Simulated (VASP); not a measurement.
A run of VASP 6.6.1:

The input INCAR:

```
PREC = Accurate
ENCUT = 520
EDIFF = 1E-7
ISMEAR = -1
SIGMA = 0.05
LREAL = F
LASPH = T
NELM = 60
ALGO = Normal
ISIF = 2
LWAVE = F
LCHARG = T
GGA = CA
LELF = T
LVHAR = T
NBANDS = 8
```

File KPOINTS:

```
Automatic mesh
0
Gamma
  10 10 10
```

File POSCAR:

```
Sb
1.0
   -1.8587811731      1.8587811731      1.8587811731
    1.8587811731     -1.8587811731      1.8587811731
    1.8587811731      1.8587811731     -1.8587811731
Sb
1
Direct
    0.0000000000      0.0000000000      0.0000000000
```

Potentials or basis: VASP PAW LDA potentials, release 64 (Sb).

Run with:

```bash
$ cat potpaw_LDA.64/Sb/POTCAR > POTCAR
$ mpirun -np 1 vasp_std > vasp.out
```

Hardware: 1 thread of Intel Xeon 6975P-C (shared host).

**Question.** Estimate the wall time of this run.

**Answer.** Run time: 3.2 s on 1 thread of Intel Xeon 6975P-C, on a shared host, peak memory 0.13 GiB. Counts: scf iterations 9, k points 47.
